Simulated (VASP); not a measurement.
# TiAl (P1) in VASP: single point with r2SCAN

Aim: the single point of TiAl with r2SCAN.

Everything below comes from runs of VASP 6.6.1. Logs are shortened: lines on timing, memory, paths and dates and some standing lists are left out, and cuts for length are marked.

## 1. The cell of the first run

The typed cell holds 2 atoms: a = 3.267 Å, b = 3.046 Å, c = 3.207 Å, α = 92.15°, β = 86.69°, γ = 93.06°.

## 2. Single point, r2SCAN

POSCAR reads:

```
TiAl
1.0
    3.2647517932     -0.0834800277      0.0926664972
   -0.0834800277      3.0440011994     -0.0573070299
    0.0926664972     -0.0573070299      3.2052839430
Ti Al
1 1
Direct
    0.0028794425     -0.0017245887      0.0012062989
    0.4971205575      0.5017245887      0.4987937011
```

INCAR.step1 reads:

```
SYSTEM = TiAl
ALGO     = Normal         ! electronic algorithm
EDIFF    = 1E-4           ! SCF threshold, eV
ENCUT    = 520            ! plane-wave cutoff, eV
GGA      = PE             ! functional
ISMEAR   = 0              ! smearing method
LASPH    = .TRUE.         ! aspherical terms in the spheres
LCHARG   = .FALSE.        ! write CHGCAR
LREAL    = .FALSE.        ! projectors in reciprocal space
LWAVE    = .TRUE.         ! write WAVECAR
NBANDS   = 14             ! bands
NELM     = 100            ! most SCF steps
PREC     = Accurate       ! precision mode
SIGMA    = 0.15           ! smearing width, eV
```

INCAR.step2 reads:

```
SYSTEM = TiAl
ALGO     = Normal         ! electronic algorithm
EDIFF    = 1E-7           ! SCF threshold, eV
ENCUT    = 520            ! plane-wave cutoff, eV
ISIF     = 2              ! what is computed and relaxed
ISMEAR   = 0              ! smearing method
ISTART   = 1            
LASPH    = .TRUE.         ! aspherical terms in the spheres
LCHARG   = .FALSE.        ! write CHGCAR
LMIXTAU  = .TRUE.       
LREAL    = .FALSE.        ! projectors in reciprocal space
LWAVE    = .FALSE.        ! write WAVECAR
METAGGA  = R2SCAN         ! meta-GGA
NBANDS   = 14             ! bands
NELM     = 100            ! most SCF steps
PREC     = Accurate       ! precision mode
SIGMA    = 0.15           ! smearing width, eV
```

KPOINTS reads:

```
k-points
0
G
  10 10 10
  0 0 0
```

Potentials or basis: VASP PAW PBE potentials, release 64 (Ti_sv, Al).

Started as:

```console
$ cat potpaw_PBE.64/Ti_sv/POTCAR potpaw_PBE.64/Al/POTCAR > POTCAR
$ cp INCAR.step1 INCAR
$ mpirun -np 1 vasp_std > vasp.out
$ cp INCAR.step2 INCAR
$ mpirun -np 1 vasp_std > vasp.out
```

OUTCAR:

```text
SYSTEM = TiAl
   EDIFF = 1E-7
   ENCUT = 520
   ISIF = 2
   ISMEAR = 0
   ISTART = 1
   LASPH = .TRUE.
   LREAL = .FALSE.
   METAGGA = R2SCAN
   NELM = 100
   PREC = Accurate

 ion  position               nearest neighbor table
   1  0.003  0.998  0.001-   2 2.68   2 2.68   2 2.70   2 2.71   2 2.72   2 2.73   2 2.86   2 2.91

   2  0.497  0.502  0.499-   1 2.68   1 2.68   1 2.70   1 2.71   1 2.72   1 2.73   1 2.86   1 2.91

  LATTYP: Found a triclinic cell.
 ALAT       =     3.2071352218
 B/A-ratio  =     1.3530380912
 C/A-ratio  =     1.0187076986
 COS(alpha) =     0.0051049297
 COS(beta)  =     0.0576762319
 COS(gamma) =     0.7127884458

  Lattice vectors:

 A1 = (  -0.0926664972,   0.0573070299,  -3.2052839430)
 A2 = (  -0.0091864695,  -2.9866941695,  -3.1479769131)
 A3 = (  -3.2647517932,   0.0834800277,  -0.0926664972)

Analysis of symmetry for initial positions (statically):
=====================================================================
 Subroutine PRICEL returns:
 Original cell was already a primitive cell.

 Routine SETGRP: Setting up the symmetry group for a
 triclinic supercell.

 Subroutine GETGRP returns: Found  1 space group operations
 (whereof  1 operations were pure point group operations)
 out of a pool of  2 trial point group operations.

The static configuration has the point symmetry C_1 .

Analysis of symmetry for dynamics (positions and initial velocities):
=====================================================================
 Subroutine PRICEL returns:
 Original cell was already a primitive cell.

 Routine SETGRP: Setting up the symmetry group for a
 triclinic supercell.

 Subroutine GETGRP returns: Found  1 space group operations
 (whereof  1 operations were pure point group operations)
 out of a pool of  2 trial point group operations.

The dynamic configuration has the point symmetry C_1 .

 Subroutine INISYM returns: Found  1 space group operations
 (whereof  1 operations are pure point group operations),
 and found     1 'primitive' translations

----------------------------------------------------------------------------------------

                                     Primitive cell

  volume of cell :      31.7955

  direct lattice vectors                    reciprocal lattice vectors
     3.264751793 -0.083480028  0.092666497     0.306760455  0.008248548 -0.008721136
    -0.083480028  3.044001199 -0.057307030     0.008248548  0.328847392  0.005640968
     0.092666497 -0.057307030  3.205283943    -0.008721136  0.005640968  0.312337828

  length of vectors
     3.267133341  3.045684868  3.207135222     0.306995234  0.328999189  0.312510476

  position of ions in fractional coordinates (direct lattice)
     0.002879443  0.998275411  0.001206299
     0.497120557  0.501724589  0.498793701

  ion indices of the primitive-cell ions
   primitive index   ion index
                 1           1
                 2           2

----------------------------------------------------------------------------------------

 KPOINTS: k-points

Automatic generation of k-mesh.
 Grid dimensions read from file:
 generate k-points for:   10   10   10

 Generating k-lattice:

  Cartesian coordinates                     Fractional coordinates (reciprocal lattice)
     0.030676046  0.000824855 -0.000872114     0.100000000 -0.000000000 -0.000000000
     0.000824855  0.032884739  0.000564097    -0.000000000  0.100000000 -0.000000000
    -0.000872114  0.000564097  0.031233783     0.000000000  0.000000000  0.100000000

  Length of vectors
     0.030699523  0.032899919  0.031251048

  Shift w.r.t. Gamma in fractional coordinates (k-lattice)
     0.000000000  0.000000000  0.000000000

 Subroutine IBZKPT returns following result:
 ===========================================

 Found    504 irreducible k-points:

 Following reciprocal coordinates:
            Coordinates               Weight
  0.000000  0.000000  0.000000      1.000000
  0.100000 -0.000000  0.000000      2.000000
  0.200000 -0.000000  0.000000      2.000000
  0.300000 -0.000000  0.000000      2.000000
  0.400000 -0.000000  0.000000      2.000000
  0.500000 -0.000000  0.000000      1.000000
[... 16 lines left out ...]
 -0.400000  0.200000  0.000000      2.000000
 -0.300000  0.200000  0.000000      2.000000
 [... further k-points ...]
   k-points           NKPTS =    504   k-points in BZ     NKDIM =    504   number of bands    NBANDS=     14
   number of dos      NEDOS =    301   number of ions     NIONS =      2
   total plane-waves  NPLWV =  13824
   dimension x,y,z NGX =    24 NGY =   24 NGZ =   24
   dimension x,y,z NGXF=    48 NGYF=   48 NGZF=   48
   ions per type =               1   1
   NGX,Y,Z   is equivalent  to a cutoff of  12.21, 13.10, 12.44 a.u.
   NGXF,Y,Z  is equivalent  to a cutoff of  24.42, 26.20, 24.88 a.u.
 SYSTEM =  TiAl
   PREC   = accura    normal or accurate (medium, high low for compatibility)
   ISTART =      1    job   : 0-new  1-cont  2-samecut
   ICHARG =      0    charge: 1-file 2-atom 10-const
   ISPIN  =      1    spin polarized calculation?
   LNONCOLLINEAR =      F non collinear calculations
   LSORBIT =      F    spin-orbit coupling
   LASPH  =      T    aspherical Exc in radial PAW
   ENCUT  =  520.0 eV  38.22 Ry    6.18 a.u.   6.07  5.66  5.96*2*pi/ulx,y,z
   NELM   =    100;   NELMIN=  2; NELMDL=  0     # of ELM steps
   EDIFF  = 0.1E-06   stopping-criterion for ELM
   LREAL  =      F    real-space projection
   EDIFFG = 0.1E-05   stopping-criterion for IOM
   NSW    =      0    number of steps for IOM
   IBRION =     -1    ionic relax: 0-MD 1-quasi-New 2-CG
   NFREE  =      0    steps in history (QN), initial steepest desc. (CG)
   ISIF   =      2    stress and relaxation
   ISYM   =      2    0-nonsym 1-usesym 2-fastsym
   POTIM  = 0.5000    time-step for ionic-motion
   TEBEG  =    0.0;   TEEND  =   0.0 temperature during run
   PSTRESS=    0.0 pullay stress
   NELECT =      15.0000    total number of electrons
   NUPDOWN=      -1.0000    fix difference up-down
   EMIN   =  10.00;   EMAX   =-10.00  energy-range for DOS
   EFERMI =   0.00;   METHOD = LEGACY
   ISMEAR =     0;   SIGMA  =   0.15  broadening in eV -4-tet -1-fermi 0-gaus
   EFERMI_NEDOS =   21; number of points for ismear=-14 and -15
   IALGO  =     38    algorithm
   IMIX   =      4    mixing-type and parameters
     AMIX     =   0.40;   BMIX     =  1.00
     AMIX_MAG =   1.60;   BMIX_MAG =  1.00
  volume/ion in A,a.u.               =      15.90       107.28
  Fermi-wavevector in a.u.,A,eV,Ry     =   1.274432  2.408327 22.098269  1.624177
  Thomas-Fermi vector in A             =   2.407200
   LORBIT       =      0    0 simple, 1 ext, 2 COOP (PROOUT), +10 PAW based schemes
   METAGGA = R2SCAN    functional components
   LHFCALC =     F    Hartree Fock is set to
   AEXX    =    0.0000 exact exchange contribution
   IVDW    =     0    specifies the selected vdW correction
   LEPSILON=     F    determine dielectric tensor
   LRPA    =     F    only Hartree local field effects (RPA)
 non-spin polarized calculation
 Gauss-broadening in eV      SIGMA  =   0.15
  energy-cutoff  :      520.00
  volume of cell :       31.80
 maximum number of plane-waves:       874
   NGX = 13   NGY = 11   NGZ = 11

 number of electron      15.0000002 magnetization

 Free energy of the ion-electron system (eV)
  ---------------------------------------------------
  ext. energy  EPLUGINS =         0.00000000
  ---------------------------------------------------
  free energy    TOTEN  =       -20.27675924 eV

  energy without entropy =      -20.25446518  energy(sigma->0) =      -20.26561221

 E-fermi :   8.8540     XC(G=0): -11.9466

 val. band max:        8.8534670317   @ k =  -0.2000   0.2000   0.5000
 cond. band min:       8.8554901553   @ k =   0.2000  -0.4000   0.3000
 fundamental gap:      0.0020231236
 Fermi energy:         8.8539582662

 k-point     1 :       0.0000    0.0000    0.0000
  band No.  band energies     occupation
      1     -50.3390      2.00000
      2     -25.5696      2.00000
      3     -25.5061      2.00000
      4     -25.3971      2.00000
      5      -0.9670      2.00000
      6       7.2468      2.00000
      7       7.3584      2.00000
      8      10.6237      0.00000
      9      10.9333      0.00000
     10      11.3009      0.00000
     11      12.7919      0.00000
     12      13.3316      0.00000
     13      14.8999      0.00000
     14      17.9984      0.00000

 k-point     2 :       0.1000   -0.0000    0.0000
  band No.  band energies     occupation
      1     -50.3379      2.00000
      2     -25.5800      2.00000
      3     -25.5075      2.00000
      4     -25.3971      2.00000
      5      -0.8072      2.00000
      6       7.1128      2.00000
      7       7.4130      2.00000
      8      10.3626      0.00000
      9      10.7981      0.00000
     10      11.2621      0.00000
     11      12.3225      0.00000
     12      13.7306      0.00000
     13      15.2101      0.00000
     14      17.8359      0.00000

 k-point     3 :       0.2000   -0.0000    0.0000
  band No.  band energies     occupation
      1     -50.3350      2.00000
      2     -25.6106      2.00000
      3     -25.5085      2.00000
      4     -25.3964      2.00000
      5      -0.3367      2.00000
      6       6.5540      2.00000
      7       7.5905      2.00000
      8       9.8567      0.00000
      9      10.4502      0.00000
     10      11.2525      0.00000
     11      11.6655      0.00000
     12      14.6440      0.00000
     13      15.9896      0.00000
     14      17.2486      0.00000

 k-point     4 :       0.3000   -0.0000    0.0000
  band No.  band energies     occupation
      1     -50.3314      2.00000
      2     -25.6515      2.00000
      3     -25.5072      2.00000
      4     -25.3947      2.00000
      5       0.4169      2.00000
      6       5.4957      2.00000
      7       7.8273      2.00000
      8       9.4032      0.00000
      9      10.0778      0.00000
     10      11.2729      0.00000
     11      11.5072      0.00000
     12      15.7319      0.00000
     13      16.5048      0.00000
     14      17.0979      0.00000

 k-point     5 :       0.4000   -0.0000    0.0000
  band No.  band energies     occupation
      1     -50.3284      2.00000
      2     -25.6856      2.00000
      3     -25.5053      2.00000
      4     -25.3929      2.00000
      5       1.3950      2.00000
      6       4.1968      2.00000
      7       8.0240      2.00000
      8       9.1195      0.01231
      9       9.8169      0.00000
     10      11.3073      0.00000
     11      11.6699      0.00000
[... 276 lines left out ...]
 k-point    22 :       0.5000    0.2000    0.0000
  band No.  band energies     occupation
      1     -50.3183      2.00000
      2     -25.6861      2.00000
      3     -25.5148      2.00000
      4     -25.4632      2.00000
      5       2.5792      2.00000
      6       4.0184      2.00000
      7       8.2607      2.00000
      8       8.7159      1.80704
      9       9.2653      0.00011
     10      10.6261      0.00000
     11      11.7659      0.00000
     12      15.3452      0.00000
     13      16.8932      0.00000
     14      18.1272      0.00000

 k-point    23 :      -0.4000    0.2000    0.0000
  band No.  band energies     occupation
      1     -50.3195      2.00000
      2     -25.6725      2.00000
      3     -25.5159      2.00000
      4     -25.4640      2.00000
      5       1.8330      2.00000
      6       4.9018      2.00000
      7       8.2244      2.00000
      8       8.6633      1.92771
      9       9.4350      0.00000
     10      10.5964      0.00000
     11      11.7207      0.00000
     12      15.4312      0.00000
     13      16.5915      0.00000
     14      17.6164      0.00000

 k-point    24 :      -0.3000    0.2000    0.0000
  band No.  band energies     occupation
      1     -50.3223      2.00000
      2     -25.6391      2.00000
      3     -25.5190      2.00000
      4     -25.4651      2.00000
      5       0.9566      2.00000
      6       6.0953      2.00000
      7       7.7985      2.00000
      8       8.9244      0.50654
      9       9.7533      0.00000
     10      10.5189      0.00000
     11      11.8506      0.00000
     12      14.7703      0.00000
     13      16.3493      0.00000
     14      17.4045      0.00000

 [... further k-points ...]

------------------------ aborting loop because EDIFF is reached ----------------------------------------

  FORCE on cell =-STRESS in cart. coord.  units (eV):
  Direction    XX          YY          ZZ          XY          YZ          ZX
  --------------------------------------------------------------------------------------
  -------------------------------------------------------------------------------------
  Total        0.4031281      0.2801520      0.1863139      0.6170423      0.2160383     -0.9072822
  in kB       20.3136466     14.1168738      9.3883660     31.0927975     10.8861800    -45.7179996
  external PRESSURE =      14.6062955 kB  Pullay stress =       0.0000000 kB

 VOLUME and BASIS-vectors are now :
 -----------------------------------------------------------------------------
  energy-cutoff  :      520.00
  volume of cell :       31.80
      direct lattice vectors                 reciprocal lattice vectors
     3.264751793 -0.083480028  0.092666497     0.306760455  0.008248548 -0.008721136
    -0.083480028  3.044001199 -0.057307030     0.008248548  0.328847392  0.005640968
     0.092666497 -0.057307030  3.205283943    -0.008721136  0.005640968  0.312337828

 POSITION                                       TOTAL-FORCE (eV/Angst)
 -----------------------------------------------------------------------------------
     -0.07382      3.03844     -0.05307        -0.120257      0.053253     -0.030449
      1.62731      1.45717      1.61609         0.120257     -0.053253      0.030449
 -----------------------------------------------------------------------------------
    total drift:                               -0.000927      0.000073     -0.000131

  FREE ENERGIE OF THE ION-ELECTRON SYSTEM (eV)
  ---------------------------------------------------
  free  energy   TOTEN  =       -20.2767592374 eV

  energy  without entropy=      -20.2544651788  energy(sigma->0) =      -20.26561221
```

Run time: 3.3 min. Hardware: 1 thread of Intel Xeon 6975P-C (Granite Rapids), shared host; peak memory 0.33 GiB.

What came out:

```yaml
Free_energy: -20.2768 eV
Pressure: 1.5 GPa
Largest_force: 0.135 eV/Å
Band_gap_on_the_k_mesh: zero (an odd number of electrons rules out a gap without spin polarisation)
```

Forces in eV/Å, atoms in the order of the input:
```
Ti  -0.120  0.053 -0.030
Al   0.120 -0.053  0.030
```

Stress tensor (GPa, compression positive):
```
 2.03  3.11 -4.57
 3.11  1.41  1.09
-4.57  1.09  0.94
```

Levels at points of the mesh, in eV from the Fermi level:
| k point | band 3 | band 4 | band 5 | band 6 | band 7 | band 8 | band 9 | band 10 | band 11 | band 12 |
| --- | --- | --- | --- | --- | --- | --- | --- | --- | --- | --- |
| (0.00, 0.00, 0.00) | -34.36 | -34.25 | -9.82 | -1.61 | -1.50 | 1.77 | 2.08 | 2.45 | 3.94 | 4.48 |
| (0.50, 0.00, 0.00) | -34.36 | -34.25 | -6.65 | -5.59 | -0.76 | 0.18 | 0.87 | 2.47 | 2.93 | 6.70 |
| (0.00, 0.50, 0.00) | -34.40 | -34.32 | -5.93 | -5.43 | -0.57 | 0.01 | 0.42 | 2.13 | 3.67 | 6.70 |
| (0.50, 0.50, 0.00) | -34.50 | -34.32 | -5.10 | -2.62 | -1.82 | -1.51 | 0.78 | 0.91 | 2.91 | 5.08 |
| (0.00, 0.00, 0.50) | -34.39 | -34.24 | -6.47 | -5.56 | -0.72 | -0.03 | 0.91 | 2.38 | 3.13 | 6.63 |
| (0.50, 0.00, 0.50) | -34.50 | -34.24 | -5.48 | -2.86 | -2.18 | -1.67 | 1.24 | 1.37 | 2.77 | 4.57 |
| (0.00, 0.50, 0.50) | -34.50 | -34.35 | -4.96 | -2.41 | -1.85 | -1.47 | 0.65 | 0.73 | 3.02 | 5.25 |
| (0.50, 0.50, 0.50) | -34.50 | -34.45 | -3.40 | -3.14 | -3.10 | 0.79 | 2.63 | 2.86 | 3.12 | 3.31 |

Caveat: the PAW data sets were made with another functional, which shifts forces and pressure a little.
